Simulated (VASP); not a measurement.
Y:

```
Y
1.0
     3.64740    0.00000    0.00000
    -1.82370    3.15874    0.00000
     0.00000    0.00000    5.73060
Y
2
Direct
  0.33333 0.66667 0.25000
  0.66667 0.33333 0.75000
```

- Program: VASP 6.6.1
- Task: relaxation of cell and atoms
- Functional: PBEsol
- Potentials or basis: VASP PAW PBE potentials, release 64 (Y_sv)
- Cutoff: 600 eV
- k mesh: 7 × 7 × 4
- Occupations: gaussian, width 0.1 eV
- Spin: no spin polarisation

At the start: pressure -2.1 GPa; volume 33.01 Å³/atom.

Task: Where does the relaxation end?

Result: Over 6 steps the energy falls by 12.0 meV/atom and the volume is 31.34 Å³/atom (-5.1 %); space group P6_3/mmc (No. 194, to 0.1 Å) before and after.

Step by step:
| step | energy change (eV) | largest force (eV/Å) | pressure (GPa) | volume (Å³) |
| --- | --- | --- | --- | --- |
| 1 | 0.0000 | 0.0000 | -2.09 | 66.02 |
| 2 | -0.0225 | 0.0000 | 0.56 | 62.00 |
| 3 | -0.0235 | 0.0000 | 0.01 | 62.68 |
| 4 | -0.0235 | 0.0000 | 0.10 | 62.61 |
| 5 | -0.0239 | 0.0000 | 0.06 | 62.65 |
| 6 | -0.0241 | 0.0000 | 0.04 | 62.68 |

Final structure:
```
Y
1.0
     3.60440    0.00000    0.00000
    -1.80220    3.12150    0.00000
     0.00000    0.00000    5.57137
Y
2
Direct
  0.33333 0.66667 0.25000
  0.66667 0.33333 0.75000
```

Caveat: the PAW data sets were made with another functional, which shifts forces and pressure a little.
